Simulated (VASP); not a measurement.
# InGaSe (P4/mmm) in VASP: notebook

Runs on InGaSe. Level: PBE. Tasks: single point, relaxation of cell and atoms.

Everything below comes from runs of VASP 6.6.1. Logs are shortened: lines on timing, memory, paths and dates and some standing lists are left out, and cuts for length are marked.

## (1) The cell of the first run

It takes space group P4/mmm (No. 123, tetragonal). Conventional cell: a = 4.195 Å, b = 4.195 Å, c = 4.950 Å, α = 90.00°, β = 90.00°, γ = 90.00°. Within 3.9 Å of In (site symmetry 4/mmm) lie 4 Ga at 2.97 Å and 8 Se at 3.86 Å. Ga (site symmetry 4/mmm) has 2 Se at 2.48 Å and 4 In at 2.97 Å within 3.3 Å. Within 3.3 Å of Se (site symmetry 4/mmm) lie 2 Ga at 2.48 Å.

## (2) Single point, PBE

File INCAR:

```
SYSTEM = InGaSe
PREC     = Accurate       ! precision mode
ENCUT    = 520            ! plane-wave cutoff, eV
EDIFF    = 1E-6           ! SCF threshold, eV
ISMEAR   = 0              ! smearing method
SIGMA    = 0.1            ! smearing width, eV
LREAL    = .FALSE.        ! projectors in reciprocal space
LASPH    = .TRUE.         ! aspherical terms in the spheres
NELM     = 80             ! most SCF steps
ALGO     = Normal         ! electronic algorithm
ISIF     = 2              ! what is computed and relaxed
LWAVE    = .FALSE.        ! write WAVECAR
LCHARG   = .FALSE.        ! write CHGCAR
GGA      = PE             ! functional
NBANDS   = 23             ! bands
```

File KPOINTS:

```
Automatic mesh
0
G
  12 12 10
  0 0 0
```

File POSCAR:

```
InGaSe
1.0
    4.1950290276      0.0000000000      0.0000000000
    0.0000000000      4.1950290276      0.0000000000
    0.0000000000      0.0000000000      4.9502426811
In Ga Se
1 1 1
Direct
    0.0000000000      0.0000000000      0.0000000000
    0.5000000000      0.5000000000      0.0000000000
    0.5000000000      0.5000000000      0.5000000000
```

Potentials or basis: VASP PAW PBE potentials, release 64 (In_d, Ga_d, Se).

Command:

```sh
cat potpaw_PBE.64/In_d/POTCAR potpaw_PBE.64/Ga_d/POTCAR potpaw_PBE.64/Se/POTCAR > POTCAR
mpirun -np 1 vasp_std > vasp.out
```

OUTCAR:

```text
SYSTEM = InGaSe
   PREC = Accurate
   ENCUT = 520
   EDIFF = 1E-6
   ISMEAR = 0
   LREAL = .FALSE.
   LASPH = .TRUE.
   NELM = 80
   ISIF = 2
   GGA = PE

 ion  position               nearest neighbor table
   1  0.000  0.000  0.000-   2 2.97   2 2.97   2 2.97   2 2.97
   2  0.500  0.500  0.000-   3 2.48   3 2.48   1 2.97   1 2.97   1 2.97   1 2.97
   3  0.500  0.500  0.500-   2 2.48   2 2.48

  LATTYP: Found a simple tetragonal cell.
 ALAT       =     4.1950290276
 C/A-ratio  =     1.1800258469

  Lattice vectors:

 A1 = (   4.1950290276,   0.0000000000,   0.0000000000)
 A2 = (   0.0000000000,   4.1950290276,   0.0000000000)
 A3 = (   0.0000000000,   0.0000000000,   4.9502426811)

Analysis of symmetry for initial positions (statically):
=====================================================================
 Subroutine PRICEL returns:
 Original cell was already a primitive cell.

 Routine SETGRP: Setting up the symmetry group for a
 simple tetragonal supercell.

 Subroutine GETGRP returns: Found 16 space group operations
 (whereof 16 operations were pure point group operations)
 out of a pool of 16 trial point group operations.

The static configuration has the point symmetry D_4h.

Analysis of symmetry for dynamics (positions and initial velocities):
=====================================================================
 Subroutine PRICEL returns:
 Original cell was already a primitive cell.

 Routine SETGRP: Setting up the symmetry group for a
 simple tetragonal supercell.

 Subroutine GETGRP returns: Found 16 space group operations
 (whereof 16 operations were pure point group operations)
 out of a pool of 16 trial point group operations.

The dynamic configuration has the point symmetry D_4h.

 Subroutine INISYM returns: Found 16 space group operations
 (whereof 16 operations are pure point group operations),
 and found     1 'primitive' translations

----------------------------------------------------------------------------------------

                                     Primitive cell

  volume of cell :      87.1157

  direct lattice vectors                    reciprocal lattice vectors
     4.195029028  0.000000000  0.000000000     0.238377373  0.000000000  0.000000000
     0.000000000  4.195029028  0.000000000     0.000000000  0.238377373  0.000000000
     0.000000000  0.000000000  4.950242681     0.000000000  0.000000000  0.202010298

  length of vectors
     4.195029028  4.195029028  4.950242681     0.238377373  0.238377373  0.202010298

  position of ions in fractional coordinates (direct lattice)
     0.000000000  0.000000000  0.000000000
     0.500000000  0.500000000  0.000000000
     0.500000000  0.500000000  0.500000000

  ion indices of the primitive-cell ions
   primitive index   ion index
                 1           1
                 2           2
                 3           3

----------------------------------------------------------------------------------------

 KPOINTS: Automatic mesh

Automatic generation of k-mesh.
 Grid dimensions read from file:
 generate k-points for:   12   12   10

 Generating k-lattice:

  Cartesian coordinates                     Fractional coordinates (reciprocal lattice)
     0.019864781  0.000000000  0.000000000     0.083333333  0.000000000  0.000000000
     0.000000000  0.019864781  0.000000000     0.000000000  0.083333333  0.000000000
     0.000000000  0.000000000  0.020201030     0.000000000  0.000000000  0.100000000

  Length of vectors
     0.019864781  0.019864781  0.020201030

  Shift w.r.t. Gamma in fractional coordinates (k-lattice)
     0.000000000  0.000000000  0.000000000

 Subroutine IBZKPT returns following result:
 ===========================================

 Found    168 irreducible k-points:

 Following reciprocal coordinates:
            Coordinates               Weight
  0.000000  0.000000  0.000000      1.000000
  0.083333  0.000000  0.000000      4.000000
  0.166667  0.000000  0.000000      4.000000
  0.250000  0.000000  0.000000      4.000000
  0.333333  0.000000  0.000000      4.000000
  0.416667  0.000000  0.000000      4.000000
[... 16 lines left out ...]
  0.333333  0.333333  0.000000      4.000000
  0.416667  0.333333  0.000000      8.000000
 [... further k-points ...]
   k-points           NKPTS =    168   k-points in BZ     NKDIM =    168   number of bands    NBANDS=     23
   number of dos      NEDOS =    301   number of ions     NIONS =      3
   total plane-waves  NPLWV =  40960
   dimension x,y,z NGX =    32 NGY =   32 NGZ =   40
   dimension x,y,z NGXF=    64 NGYF=   64 NGZF=   80
   ions per type =               1   1   1
   NGX,Y,Z   is equivalent  to a cutoff of  12.68, 12.68, 13.43 a.u.
   NGXF,Y,Z  is equivalent  to a cutoff of  25.36, 25.36, 26.87 a.u.
 SYSTEM =  InGaSe
   PREC   = accura    normal or accurate (medium, high low for compatibility)
   ISTART =      0    job   : 0-new  1-cont  2-samecut
   ICHARG =      2    charge: 1-file 2-atom 10-const
   ISPIN  =      1    spin polarized calculation?
   LNONCOLLINEAR =      F non collinear calculations
   LSORBIT =      F    spin-orbit coupling
   LASPH  =      T    aspherical Exc in radial PAW
   ENCUT  =  520.0 eV  38.22 Ry    6.18 a.u.   7.80  7.80  9.20*2*pi/ulx,y,z
   NELM   =     80;   NELMIN=  2; NELMDL= -5     # of ELM steps
   EDIFF  = 0.1E-05   stopping-criterion for ELM
   LREAL  =      F    real-space projection
   EDIFFG = 0.1E-04   stopping-criterion for IOM
   NSW    =      0    number of steps for IOM
   IBRION =     -1    ionic relax: 0-MD 1-quasi-New 2-CG
   NFREE  =      0    steps in history (QN), initial steepest desc. (CG)
   ISIF   =      2    stress and relaxation
   ISYM   =      2    0-nonsym 1-usesym 2-fastsym
   POTIM  = 0.5000    time-step for ionic-motion
   TEBEG  =    0.0;   TEEND  =   0.0 temperature during run
   PSTRESS=    0.0 pullay stress
   NELECT =      32.0000    total number of electrons
   NUPDOWN=      -1.0000    fix difference up-down
   EMIN   =  10.00;   EMAX   =-10.00  energy-range for DOS
   EFERMI =   0.00;   METHOD = LEGACY
   ISMEAR =     0;   SIGMA  =   0.10  broadening in eV -4-tet -1-fermi 0-gaus
   EFERMI_NEDOS =   21; number of points for ismear=-14 and -15
   IALGO  =     38    algorithm
   IMIX   =      4    mixing-type and parameters
     AMIX     =   0.40;   BMIX     =  1.00
     AMIX_MAG =   1.60;   BMIX_MAG =  1.00
  volume/ion in A,a.u.               =      29.04       195.96
  Fermi-wavevector in a.u.,A,eV,Ry     =   1.172446  2.215601 18.702957  1.374629
  Thomas-Fermi vector in A             =   2.308874
   LORBIT       =      0    0 simple, 1 ext, 2 COOP (PROOUT), +10 PAW based schemes
   GGA     = PE    functional components
   LHFCALC =     F    Hartree Fock is set to
   AEXX    =    0.0000 exact exchange contribution
   IVDW    =     0    specifies the selected vdW correction
   LEPSILON=     F    determine dielectric tensor
   LRPA    =     F    only Hartree local field effects (RPA)
 non-spin polarized calculation
 Gauss-broadening in eV      SIGMA  =   0.10
  energy-cutoff  :      520.00
  volume of cell :       87.12
 maximum number of plane-waves:      2374
 NGX is ok and might be reduce to    32
   NGX = 15   NGY = 15   NGZ = 19

 number of electron      31.9999986 magnetization

 Free energy of the ion-electron system (eV)
  ---------------------------------------------------
  ext. energy  EPLUGINS =         0.00000000
  ---------------------------------------------------
  free energy    TOTEN  =        -8.90014745 eV

  energy without entropy =       -8.89590001  energy(sigma->0) =       -8.89802373

 E-fermi :   3.3974     XC(G=0):  -8.9578

 val. band max:        3.3928919867   @ k =   0.0833   0.0000   0.2000
 cond. band min:       3.4438335851   @ k =   0.4167   0.2500   0.3000
 fundamental gap:      0.0509415985
 Fermi energy:         3.3974476133

 k-point     1 :       0.0000    0.0000    0.0000
  band No.  band energies     occupation
      1     -11.7445      2.00000
      2     -11.7055      2.00000
      3     -11.5927      2.00000
      4     -11.4999      2.00000
      5     -11.4999      2.00000
      6     -11.2068      2.00000
[... 15 lines left out ...]
     22      11.7940      0.00000
     23      11.7941      0.00000

 k-point     2 :       0.0833    0.0000    0.0000
  band No.  band energies     occupation
      1     -11.7428      2.00000
      2     -11.6978      2.00000
      3     -11.5884      2.00000
      4     -11.4994      2.00000
      5     -11.4990      2.00000
      6     -11.2061      2.00000
[... 15 lines left out ...]
     22      11.4007      0.00000
     23      11.5980      0.00000

 k-point     3 :       0.1667    0.0000    0.0000
  band No.  band energies     occupation
      1     -11.7381      2.00000
      2     -11.6757      2.00000
      3     -11.5764      2.00000
      4     -11.4977      2.00000
      5     -11.4964      2.00000
      6     -11.2044      2.00000
[... 15 lines left out ...]
     22      10.4205      0.00000
     23      10.8048      0.00000

 k-point     4 :       0.2500    0.0000    0.0000
  band No.  band energies     occupation
      1     -11.7318      2.00000
      2     -11.6418      2.00000
      3     -11.5594      2.00000
      4     -11.4954      2.00000
      5     -11.4927      2.00000
      6     -11.2027      2.00000
[... 15 lines left out ...]
     22      10.3611      0.00000
     23      11.0837      0.00000

 k-point     5 :       0.3333    0.0000    0.0000
  band No.  band energies     occupation
      1     -11.7254      2.00000
      2     -11.6018      2.00000
      3     -11.5415      2.00000
      4     -11.4930      2.00000
      5     -11.4890      2.00000
      6     -11.2021      2.00000
[... 434 lines left out ...]
 k-point    22 :       0.5000    0.2500    0.0000
  band No.  band energies     occupation
      1     -11.7247      2.00000
      2     -11.5911      2.00000
      3     -11.5168      2.00000
      4     -11.5021      2.00000
      5     -11.4999      2.00000
      6     -11.2074      2.00000
[... 15 lines left out ...]
     22      10.7443      0.00000
     23      10.8654      0.00000

 k-point    23 :       0.3333    0.3333    0.0000
  band No.  band energies     occupation
      1     -11.7289      2.00000
      2     -11.6054      2.00000
      3     -11.5207      2.00000
      4     -11.5098      2.00000
      5     -11.4965      2.00000
      6     -11.2044      2.00000
[... 15 lines left out ...]
     22      10.9981      0.00000
     23      11.2737      0.00000

 k-point    24 :       0.4167    0.3333    0.0000
  band No.  band energies     occupation
      1     -11.7283      2.00000
      2     -11.6074      2.00000
      3     -11.5157      2.00000
      4     -11.5099      2.00000
      5     -11.5024      2.00000
      6     -11.2156      2.00000
[... 15 lines left out ...]
     22      10.3728      0.00000
     23      11.4337      0.00000

 [... further k-points ...]
[... 5 lines left out ...]
  --------------------------------------------------------------------------------------
  -------------------------------------------------------------------------------------
  Total       -0.0069389     -0.0069389      0.0534891      0.0000000      0.0000000     -0.0000000
  in kB       -0.1276154     -0.1276154      0.9837379      0.0000000      0.0000000     -0.0000000
  external PRESSURE =       0.2428357 kB  Pullay stress =       0.0000000 kB

 VOLUME and BASIS-vectors are now :
 -----------------------------------------------------------------------------
  energy-cutoff  :      520.00
  volume of cell :       87.12
      direct lattice vectors                 reciprocal lattice vectors
     4.195029028  0.000000000  0.000000000     0.238377373  0.000000000  0.000000000
     0.000000000  4.195029028  0.000000000     0.000000000  0.238377373  0.000000000
     0.000000000  0.000000000  4.950242681     0.000000000  0.000000000  0.202010298

 POSITION                                       TOTAL-FORCE (eV/Angst)
 -----------------------------------------------------------------------------------
      0.00000      0.00000      0.00000         0.000000      0.000000      0.000000
      2.09751      2.09751      0.00000         0.000000      0.000000      0.000000
      2.09751      2.09751      2.47512         0.000000      0.000000      0.000000
 -----------------------------------------------------------------------------------
    total drift:                                0.000000     -0.000000     -0.000000

  FREE ENERGIE OF THE ION-ELECTRON SYSTEM (eV)
  ---------------------------------------------------
  free  energy   TOTEN  =        -8.9001474487 eV

  energy  without entropy=       -8.8959000100  energy(sigma->0) =       -8.89802373
```

Wall time 91 s (1 thread of Intel Xeon 6975P-C (Granite Rapids), shared host); peak memory 0.47 GiB.

What came out:

* Free energy: -8.9001 eV
* Pressure: 0.0 GPa
* Band gap on the k mesh: zero (band 16 reaches 4.38 eV, above the bottom of band 17 at 1.29 eV)

Stress tensor (GPa, compression positive):
```
-0.01  0.00  0.00
 0.00 -0.01  0.00
 0.00  0.00  0.10
```

Levels at points of the mesh, in eV from the Fermi level:
```tsv
k point	band 12	band 13	band 14	band 15	band 16	band 17	band 18	band 19	band 20	band 21
(0.00, 0.00, 0.00)	-6.64	-4.44	-1.75	-1.75	-0.48	2.16	2.16	3.37	4.49	6.37
(0.50, 0.00, 0.00)	-5.84	-4.78	-4.05	-1.17	-1.06	2.10	3.20	3.29	4.17	4.35
(0.50, 0.50, 0.00)	-3.88	-3.79	-3.64	-3.64	-3.44	0.36	0.36	3.49	5.61	5.61
(0.00, 0.00, 0.50)	-8.55	-2.04	-0.88	-0.88	0.43	0.43	0.69	3.07	4.44	5.44
(0.50, 0.00, 0.50)	-7.38	-5.26	-2.83	-0.70	0.98	2.55	3.49	3.63	4.06	4.46
(0.50, 0.50, 0.50)	-6.50	-3.51	-2.27	-2.27	-2.10	-2.10	1.45	2.61	4.62	9.18
```

Caveat: spin-orbit coupling is left out, which moves the levels of the heavy elements.

## (3) Relaxation of cell and atoms, PBE

This run uses another cell than the first one, of 27.79 Å³/atom, 0.957 times its volume.

File INCAR:

```
SYSTEM = InGaSe
  PREC = Accurate
  ENCUT = 600
  EDIFF = 1E-6
  ISMEAR = 0
  SIGMA = 0.1
  LREAL = .FALSE.
  LASPH = .TRUE.
  NELM = 80
  ALGO = Normal
  ISIF = 3
  LWAVE = .FALSE.
  LCHARG = .FALSE.
  GGA = PE
  IBRION = 2
  NSW = 100
  EDIFFG = -0.01
```

KPOINTS is that of step 2.

File POSCAR:

```
InGaSe
1.0
    4.0840180486      0.0000000000      0.0000000000
    0.0000000000      4.0840180486      0.0000000000
    0.0000000000      0.0000000000      4.9987300078
In Ga Se
1 1 1
Direct
    0.0000000000      0.0000000000      0.0000000000
    0.5000000000      0.5000000000      0.0000000000
    0.5000000000      0.5000000000      0.5000000000
```

Potentials or basis: VASP PAW PBE potentials, release 64 (In_d, Ga_d, Se).

Command:

```sh
cat potpaw_PBE.64/In_d/POTCAR potpaw_PBE.64/Ga_d/POTCAR potpaw_PBE.64/Se/POTCAR > POTCAR
mpirun -np 1 vasp_std > vasp.out
```

It took 19 min on 1 thread of Intel Xeon 6975P-C, shared host; peak memory 0.55 GiB.

It converged, with:

```
Free energy                            : -8.8996 eV
Relaxed volume                         : 29.07 Å³/atom
Relaxed cell                           : a = 4.195 Å, b = 4.195 Å, c = 4.954 Å, α = 90.00°, β = 90.00°, γ = 90.00°
Space group after relaxing (to 0.05 Å) : P4/mmm (No. 123)
Energy gained by relaxing              : 5.6 meV/atom
Ionic steps                            : 9
Pressure after relaxing                : 0.0 GPa
Band gap on the k mesh                 : zero (band 16 reaches 4.36 eV, above the bottom of band 17 at 1.29 eV)
```

Step by step:
```tsv
step	energy change (eV)	largest force (eV/Å)	pressure (GPa)	volume (Å³)
1	0.0000	0.0000	0.32	83.37
2	-0.0087	0.0000	0.54	84.04
3	-0.0108	0.0000	0.86	84.92
4	-0.0115	0.0000	0.78	84.62
5	-0.0165	0.0000	0.24	86.47
6	-0.0169	0.0000	0.00	87.31
7	-0.0169	0.0000	0.09	87.18
8	-0.0169	0.0000	0.03	87.25
9	-0.0169	0.0000	0.01	87.20
```

Final structure:
```xyz
3
Lattice="4.1952 0.0000 0.0000 0.0000 4.1952 0.0000 0.0000 0.0000 4.9544" Properties=species:S:1:pos:R:3 pbc="T T T"
In    4.1952    4.1952    4.9544
Ga    2.0976    2.0976    4.9544
Se    2.0976    2.0976    2.4772
```

Levels at points of the mesh, in eV from the Fermi level:
```
           k point  band 13  band 14  band 15  band 16  band 17  band 18  band 19  band 20
(0.00, 0.00, 0.00)    -4.43    -1.74    -1.74    -0.48     2.15     2.15     3.37     4.50
(0.50, 0.00, 0.00)    -4.79    -4.04    -1.16    -1.06     2.10     3.21     3.30     4.16
(0.50, 0.50, 0.00)    -3.78    -3.63    -3.63    -3.45     0.36     0.36     3.49     5.61
(0.00, 0.00, 0.50)    -2.03    -0.88    -0.88     0.43     0.43     0.69     3.06     4.43
(0.50, 0.00, 0.50)    -5.25    -2.82    -0.70     0.97     2.55     3.49     3.63     4.05
(0.50, 0.50, 0.50)    -3.51    -2.27    -2.27    -2.10    -2.10     1.45     2.59     4.61
```

Caveat: spin-orbit coupling is left out, which moves the levels of the heavy elements.
